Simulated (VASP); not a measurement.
# Pt (P6_3/mmc) in VASP: a series of runs

Runs on Pt. Level: PBE. Tasks: single point.

All numbers are computed with VASP 6.6.1; they aren't measurements. Logs are shortened: lines on timing, memory, paths and dates and some standing lists are left out, and cuts for length are marked.

**1. The cell of the first run**

Symmetry: P6_3/mmc, No. 194, hexagonal system. Conventional cell: a = 2.580 Å, b = 2.580 Å, c = 4.374 Å, α = 90.00°, β = 90.00°, γ = 120.00°. Pt (site symmetry -6m2) has 12 Pt at 2.58 to 2.65 Å within 3.4 Å.

**2. Single point, PBE (volume scaled by 0.8)**

The input, INCAR:

```
SYSTEM = Pt
PREC = Accurate
ENCUT = 520
EDIFF = 1E-6
ISMEAR = -1
SIGMA = 0.05
LREAL = .False.
LASPH = .True.
NELM = 80
ALGO = Normal
ISIF = 2
LWAVE = .False.
LCHARG = .False.
GGA = PE
NBANDS = 17
```

The input, KPOINTS:

```
Automatic mesh
0
Gamma
  15 15 8
  0 0 0
```

The input, POSCAR:

```
Pt
1.0
    2.5800685010      0.0000000000      0.0000000000
   -1.2900342505      2.2344048653      0.0000000000
    0.0000000000      0.0000000000      4.3742260750
Pt
2
Direct
    0.3333333333      0.6666666667      0.2500000000
    0.6666666667      0.3333333333      0.7500000000
```

Potentials or basis: VASP PAW PBE potentials, release 64 (Pt).

Launch:

```
> cat potpaw_PBE.64/Pt/POTCAR > POTCAR
> mpirun -np 1 vasp_std > vasp.out
```

OUTCAR:

```text
SYSTEM = Pt
   PREC = Accurate
   ENCUT = 520
   EDIFF = 1E-6
   ISMEAR = -1
   LREAL = .False.
   LASPH = .True.
   NELM = 80
   ISIF = 2
   GGA = PE

 ion  position               nearest neighbor table
   1  0.333  0.667  0.250-   2 2.65   2 2.65   2 2.65   2 2.65   2 2.65   2 2.65
   2  0.667  0.333  0.750-   1 2.65   1 2.65   1 2.65   1 2.65   1 2.65   1 2.65

  LATTYP: Found a hexagonal cell.
 ALAT       =     2.5800685010
 C/A-ratio  =     1.6953914492

  Lattice vectors:

 A1 = (   2.5800685010,   0.0000000000,   0.0000000000)
 A2 = (  -1.2900342505,   2.2344048653,   0.0000000000)
 A3 = (   0.0000000000,   0.0000000000,   4.3742260750)

Analysis of symmetry for initial positions (statically):
=====================================================================
 Subroutine PRICEL returns:
 Original cell was already a primitive cell.

 Routine SETGRP: Setting up the symmetry group for a
 hexagonal supercell.

 Subroutine GETGRP returns: Found 24 space group operations
 (whereof 12 operations were pure point group operations)
 out of a pool of 24 trial point group operations.

The static configuration has the point symmetry D_3d.
 The point group associated with its full space group is D_6h.

Analysis of symmetry for dynamics (positions and initial velocities):
=====================================================================
 Subroutine PRICEL returns:
 Original cell was already a primitive cell.

 Routine SETGRP: Setting up the symmetry group for a
 hexagonal supercell.

 Subroutine GETGRP returns: Found 24 space group operations
 (whereof 12 operations were pure point group operations)
 out of a pool of 24 trial point group operations.

The dynamic configuration has the point symmetry D_3d.
 The point group associated with its full space group is D_6h.

 Subroutine INISYM returns: Found 24 space group operations
 (whereof 12 operations are pure point group operations),
 and found     1 'primitive' translations

----------------------------------------------------------------------------------------

                                     Primitive cell

  volume of cell :      25.2171

[... 74 lines left out ...]
   dimension x,y,z NGXF=    40 NGYF=   40 NGZF=   72
   ions per type =               2
   NGX,Y,Z   is equivalent  to a cutoff of  12.89, 12.89, 13.68 a.u.
   NGXF,Y,Z  is equivalent  to a cutoff of  25.77, 25.77, 27.36 a.u.
 SYSTEM =  Pt
   PREC   = accura    normal or accurate (medium, high low for compatibility)
   ISTART =      0    job   : 0-new  1-cont  2-samecut
   ICHARG =      2    charge: 1-file 2-atom 10-const
   ISPIN  =      1    spin polarized calculation?
   LNONCOLLINEAR =      F non collinear calculations
   LSORBIT =      F    spin-orbit coupling
   LASPH  =      T    aspherical Exc in radial PAW
   ENCUT  =  520.0 eV  38.22 Ry    6.18 a.u.   4.80  4.80  8.13*2*pi/ulx,y,z
   NELM   =     80;   NELMIN=  2; NELMDL= -5     # of ELM steps
   EDIFF  = 0.1E-05   stopping-criterion for ELM
   LREAL  =      F    real-space projection
   EDIFFG = 0.1E-04   stopping-criterion for IOM
   NSW    =      0    number of steps for IOM
   IBRION =     -1    ionic relax: 0-MD 1-quasi-New 2-CG
   NFREE  =      0    steps in history (QN), initial steepest desc. (CG)
   ISIF   =      2    stress and relaxation
   ISYM   =      2    0-nonsym 1-usesym 2-fastsym
   POTIM  = 0.5000    time-step for ionic-motion
   TEBEG  =    0.0;   TEEND  =   0.0 temperature during run
   PSTRESS=    0.0 pullay stress
   NELECT =      20.0000    total number of electrons
   NUPDOWN=      -1.0000    fix difference up-down
   EMIN   =  10.00;   EMAX   =-10.00  energy-range for DOS
   EFERMI =   0.00;   METHOD = LEGACY
   ISMEAR =    -1;   SIGMA  =   0.05  broadening in eV -4-tet -1-fermi 0-gaus
   EFERMI_NEDOS =   21; number of points for ismear=-14 and -15
   IALGO  =     38    algorithm
   IMIX   =      4    mixing-type and parameters
     AMIX     =   0.40;   BMIX     =  1.00
     AMIX_MAG =   1.60;   BMIX_MAG =  1.00
  volume/ion in A,a.u.               =      12.61        85.09
  Fermi-wavevector in a.u.,A,eV,Ry     =   1.515375  2.863643 31.243884  2.296361
  Thomas-Fermi vector in A             =   2.624907
   LORBIT       =      0    0 simple, 1 ext, 2 COOP (PROOUT), +10 PAW based schemes
   GGA     = PE    functional components
   LHFCALC =     F    Hartree Fock is set to
   AEXX    =    0.0000 exact exchange contribution
   IVDW    =     0    specifies the selected vdW correction
   LEPSILON=     F    determine dielectric tensor
   LRPA    =     F    only Hartree local field effects (RPA)
 non-spin polarized calculation
  energy-cutoff  :      520.00
  volume of cell :       25.22
 maximum number of plane-waves:       701
 NGX is ok and might be reduce to    20

 number of electron      19.9999999 magnetization

 Free energy of the ion-electron system (eV)
  ---------------------------------------------------
  ext. energy  EPLUGINS =         0.00000000
  ---------------------------------------------------
  free energy    TOTEN  =       -10.58666484 eV

  energy without entropy =      -10.56129588  energy(sigma->0) =      -10.57398036

 E-fermi :  15.0459     XC(G=0): -14.5846

 val. band max:       15.0127153072   @ k =   0.2000   0.0000   0.0000
 cond. band min:      15.0485809699   @ k =   0.2667   0.0667   0.0000
 fundamental gap:      0.0358656627
 Fermi energy:        15.0459000815

 k-point     1 :       0.0000    0.0000    0.0000
  band No.  band energies     occupation
      1       2.6773      2.00000
      2       5.5295      2.00000
      3       9.6198      2.00000
      4      10.1366      2.00000
      5      10.1366      2.00000
      6      10.7337      2.00000
[... 457 lines left out ...]
      4       9.7949      2.00000
      5       9.8502      2.00000
      6      10.1149      2.00000
[... 9 lines left out ...]
     16      28.8637      0.00000
     17      30.2803      0.00000

 [... further k-points ...]
[... 5 lines left out ...]
  --------------------------------------------------------------------------------------
  -------------------------------------------------------------------------------------
  Total       15.3403019     15.3403019     15.3269773     -0.0000000     -0.0000000      0.0000000
  in kB      974.6533034    974.6533034    973.8067153     -0.0000000     -0.0000000      0.0000000
  external PRESSURE =     974.3711074 kB  Pullay stress =       0.0000000 kB

 VOLUME and BASIS-vectors are now :
 -----------------------------------------------------------------------------
  energy-cutoff  :      520.00
  volume of cell :       25.22
      direct lattice vectors                 reciprocal lattice vectors
     2.580068501  0.000000000  0.000000000     0.387586608  0.223773233  0.000000000
    -1.290034250  2.234404865  0.000000000     0.000000000  0.447546466  0.000000000
     0.000000000  0.000000000  4.374226075     0.000000000  0.000000000  0.228611869

 POSITION                                       TOTAL-FORCE (eV/Angst)
 -----------------------------------------------------------------------------------
     -0.00000      1.48960      1.09356         0.000000      0.000000      0.000000
      1.29003      0.74480      3.28067        -0.000000      0.000000      0.000000
 -----------------------------------------------------------------------------------
    total drift:                               -0.000000      0.000000     -0.000000

  FREE ENERGIE OF THE ION-ELECTRON SYSTEM (eV)
  ---------------------------------------------------
  free  energy   TOTEN  =       -10.5866648397 eV

  energy  without entropy=      -10.5612958758  energy(sigma->0) =      -10.57398036
```

stdout:

```text
POSCAR found type information on POSCAR Pt
 POSCAR found :  1 types and       2 ions
 scaLAPACK will be used
 LDA part: xc-table for (Slater+PW92), standard interpolation
 POSCAR, INCAR and KPOINTS ok, starting setup
 FFT: planning ... GRIDC
 FFT: planning ... GRID_SOFT
 FFT: planning ... GRID
 WAVECAR not read
 entering main loop
```

Wall time 35 s (1 thread of Intel Xeon 6975P-C, shared host); peak memory 0.18 GiB.

What came out:

```yaml
Free_energy: -10.5867 eV
Pressure: 97.4 GPa
Band_gap_on_the_k_mesh: zero (band 10 reaches 15.64 eV, above the bottom of band 11 at 13.87 eV)
```

Stress tensor (GPa, compression positive):
```
97.47  0.00  0.00
 0.00 97.47  0.00
 0.00  0.00 97.38
```

Levels at points of the mesh, in eV from the Fermi level:
```
           k point  band 6  band 7  band 8  band 9  band 10  band 11  band 12  band 13  band 14  band 15
(0.00, 0.00, 0.00)   -4.31   -4.31   -2.85   -2.85    -1.56    -0.36    -0.36     6.71    14.31    15.65
(0.00, 0.00, 0.50)   -4.93   -4.93   -4.93   -1.18    -1.18    -1.18    -1.18    13.40    13.40    15.87
```

Caveat: the cell differs from its parent crystal (volume scaled by 0.8); spin-orbit coupling is left out, which moves the levels of the heavy elements.

**3. Single point, PBE**

This run uses another cell than the first one, of 14.18 Å³/atom, 1.125 times its volume.

The input, INCAR:

```
PREC = Accurate
ENCUT = 520
EDIFF = 1E-6
ISMEAR = -1
SIGMA = 0.05
LREAL = False
LASPH = True
NELM = 100
ALGO = Normal
ISIF = 2
LWAVE = False
LCHARG = True
GGA = PE
LELF = True
LVHAR = True
NBANDS = 17
```

The input, KPOINTS:

```
Automatic mesh
0
Gamma
  15 15 8
```

The input, POSCAR:

```
Pt
1.0
    2.6758931777      0.0000000000      0.0000000000
   -1.3379465889      2.3173914697      0.0000000000
    0.0000000000      0.0000000000      4.5748691433
Pt
2
Direct
    0.3333333333      0.6666666667      0.2500000000
    0.6666666667      0.3333333333      0.7500000000
```

Potentials or basis: VASP PAW PBE potentials, release 64 (Pt).

Launch:

```
> cat potpaw_PBE.64/Pt/POTCAR > POTCAR
> mpirun -np 1 vasp_std > vasp.out
```

Wall time 35 s (1 thread of Intel Xeon 6975P-C, shared host); peak memory 0.18 GiB.

The run converged. Its results:

* Free energy: -11.8068 eV
* Pressure: 33.2 GPa
* Band gap on the k mesh: zero (band 10 reaches 12.95 eV, above the bottom of band 11 at 11.50 eV)

Levels at points of the mesh, in eV from the Fermi level:
```csv
k point,band 7,band 8,band 9,band 10,band 11,band 12,band 13,band 14
"(0.00, 0.00, 0.00)",-3.59,-2.27,-2.27,-1.09,-0.28,-0.28,5.63,14.80
"(0.00, 0.00, 0.50)",-4.07,-4.07,-0.96,-0.96,-0.96,-0.96,12.92,12.92
```

Caveat: spin-orbit coupling is left out, which moves the levels of the heavy elements.

**4. Single point, PBE**

The input, INCAR:

```
ALGO = Normal
EDIFF = 1E-7
ENCUT = 520
GGA = PE
ISIF = 2
ISMEAR = -1
LASPH = True
LCHARG = True
LELF = True
LREAL = False
LVHAR = True
LWAVE = False
NBANDS = 17
NELM = 80
PREC = Accurate
SIGMA = 0.05
```

The input, KPOINTS:

```
k-points
0
Gamma
  15 15 8
```

POSCAR: that of step 3 with these lines changed.

```diff
@@ -4,3 +4,3 @@
    -1.3379465889      2.3173914697      0.0000000000
-    0.0000000000      0.0000000000      4.5748691433
+    0.0000000000      0.0000000000      4.5748691432
 Pt
```

Launch:

```
> cat potpaw_PBE.64/Pt/POTCAR > POTCAR
> mpirun -np 1 vasp_std > vasp.out
```

It took 38 s on 1 thread of Intel Xeon 6975P-C, shared host; peak memory 0.18 GiB.

Results (log left out):

* Free energy: -11.8068 eV
* Pressure: 33.2 GPa
* Band gap on the k mesh: zero (band 10 reaches 12.95 eV, above the bottom of band 11 at 11.50 eV)

Levels at points of the mesh, in eV from the Fermi level:
```
           k point  band 8  band 9  band 10  band 11  band 12  band 13
(0.00, 0.00, 0.00)   -2.27   -2.27    -1.09    -0.28    -0.28     5.63
(0.00, 0.00, 0.50)   -4.07   -0.96    -0.96    -0.96    -0.96    12.92
```

Caveat: spin-orbit coupling is left out, which moves the levels of the heavy elements.
